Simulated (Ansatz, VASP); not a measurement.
**Li2P in VASP and in Ansatz**

```
Li P
1.0
     2.42099   -3.73514   -0.00082
     2.42099    3.73514   -0.00082
    -1.58687    0.00000    4.56317
Li P
4 2
Direct
  0.07855 0.39767 0.75415
  0.60233 0.92145 0.24585
  0.39767 0.07855 0.75415
  0.92145 0.60233 0.24585
  0.71221 0.71221 0.71284
  0.28779 0.28779 0.28716
```

Change from the starting cell: the structure that the rattled marcasite type (Pnnm, No. 58) fell into.

Alike in both runs: functional PBE; k mesh 10 × 10 × 8; occupations gaussian, width 0.1 eV; no spin polarisation.

Ansatz relaxed the structure, and its values are those at the end. VASP's run is a single point on that final structure, the one shown.

```csv
,VASP,Ansatz
version,VASP 6.6.1,Ansatz 0.2.0
potentials or method,"VASP PAW PBE potentials, release 64 (Li_sv, P), cutoff 520 eV","scalar-relativistic, plane waves, PAW"
valence electrons in the cell,22,22
```

VASP gave:

| Property | Result |
| --- | --- |
| gap on the k mesh at the Fermi level (eV) | none |
| rms of the force components (eV/Å) | 0.009 |

Q: Which values does Ansatz return?

A: gap on the k mesh at the Fermi level (eV): none; rms of the force components (eV/Å): 0.001.

A gap of «none» marks a metal or a gap that the smearing closes.

Noted on VASP's run: the cutoff is short for stress, so the pressure is rough.
